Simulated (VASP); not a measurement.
Input of a VASP 6.6.1 run:

The input INCAR:

```
SYSTEM = Li
PREC = Accurate
ENCUT = 520
EDIFF = 1E-6
ISMEAR = 0
SIGMA = 0.1
LREAL = .False.
LASPH = .True.
NELM = 100
ALGO = Normal
ISIF = 2
LWAVE = .False.
LCHARG = .True.
GGA = PE
IVDW = 12
LELF = .True.
LVHAR = .True.
NBANDS = 8
```

The input KPOINTS:

```
regular mesh
0
Gamma
  16 16 16
  0 0 0
```

File POSCAR:

```
Li
1.0
    0.0000000000      2.0886081792      2.0886081792
    2.0886081792      0.0000000000      2.0886081792
    2.0886081792      2.0886081792      0.0000000000
Li
1
Direct
    0.0000000000      0.0000000000      0.0000000000
```

Potentials or basis: VASP PAW PBE potentials, release 64 (Li_sv).

Command:

```console
$ cat potpaw_PBE.64/Li_sv/POTCAR > POTCAR
$ mpirun -np 1 vasp_std > vasp.out
```

Task: What does it give for the dispersion energy per atom?

Result: -0.188 eV.
